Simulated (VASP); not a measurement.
Runs of VASP 6.6.1 on BN. It takes space group P6_3/mmc (No. 194, hexagonal). The conventional cell has a = 2.491 Å, b = 2.491 Å, c = 4.001 Å, α = 90.00°, β = 90.00°, γ = 120.00°. Within 2.3 Å of B (site symmetry -3m) lie 6 N at 1.75 Å and 2 B at 2.00 Å. Within 2.3 Å of N (site symmetry -6m2) lie 6 B at 1.75 Å. 

```tsv
level	potentials or basis	k mesh	grid for exact exchange (PRECFOCK)	share of exact exchange	screening parameter	gap on the mesh (eV)	pressure (GPa)
PBE	VASP PAW PBE potentials, release 64 (B, N)	9 × 9 × 6	-	-	-	(a)	4.5
PBE	VASP PAW PBE potentials, release 64 (B, N)	6 × 6 × 4	-	-	-	1.58	4.5
r2SCAN	VASP PAW PBE potentials, release 64 (B, N)	6 × 6 × 4	-	-	-	1.81	0.3
LDA	VASP PAW LDA potentials, release 64 (B, N)	6 × 6 × 4	-	-	-	1.67	(b)
HSE06	VASP PAW PBE potentials, release 64 (B, N)	6 × 6 × 4	Normal	0.25	0.2079 1/Å	(c)	-7.7
```

Alike in all rows: no spin polarisation; cell as given; smearing gaussian 0.01 eV.

Problem. Fill in the values left out.

Solution. (a) 1.61; (b) -9.5; (c) 2.60.

Caveats: some runs use coarse meshes; the PAW data sets were made with another functional, which shifts forces and pressure a little (at least some runs); the cell stands under pressure (at least some runs); an odd mesh through Γ misses points on the zone boundary, where band edges can lie (at least some runs).
